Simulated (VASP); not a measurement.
Input of a VASP 6.6.1 run:

Contents of INCAR:

```
SYSTEM = Ga2Te3O
PREC     = Accurate       ! precision mode
ENCUT    = 520            ! plane-wave cutoff, eV
EDIFF    = 1E-6           ! SCF threshold, eV
ISMEAR   = 0              ! smearing method
SIGMA    = 0.1            ! smearing width, eV
LREAL    = .FALSE.        ! projectors in reciprocal space
LASPH    = .TRUE.         ! aspherical terms in the spheres
NELM     = 60             ! most SCF steps
ALGO     = Normal         ! electronic algorithm
ISIF     = 2              ! what is computed and relaxed
LWAVE    = .FALSE.        ! write WAVECAR
LCHARG   = .FALSE.        ! write CHGCAR
GGA      = PE             ! functional
NBANDS   = 34             ! bands
```

File KPOINTS:

```
Automatic mesh
0
G
  4 4 2
  0 0 0
```

File POSCAR:

```
Ga2Te3O
1.0
    3.2815926700     -3.5847578100      0.0000000000
    3.2815926700      3.5847578100      0.0000000000
    0.0000000000      0.0000000000      7.7520481700
Ga Te O
2 3 1
Direct
    0.7765157700      0.2234842300      0.0000000000
    0.2234842300      0.7765157700      0.0000000000
    0.5000000000      0.5000000000      0.2451937900
    0.5000000000      0.5000000000      0.7548062100
    0.0000000000      0.0000000000      0.5000000000
    0.5000000000      0.5000000000      0.5000000000
```

Potentials or basis: VASP PAW PBE potentials, release 64 (Ga_d, Te, O).

Run with:

```bash
$ cat potpaw_PBE.64/Ga_d/POTCAR potpaw_PBE.64/Te/POTCAR potpaw_PBE.64/O/POTCAR > POTCAR
$ mpirun -np 1 vasp_std > vasp.out
```

(1) Estimate the largest force.

(2) What does it give for the pressure?

Results:

(1) 1.469 eV/Å.

(2) -1.2 GPa.

Caveat: the k points lie up to 0.41 Å⁻¹ apart; forces of over 1 eV/Å act on the atoms, so gaps and moduli don't describe the material at rest.
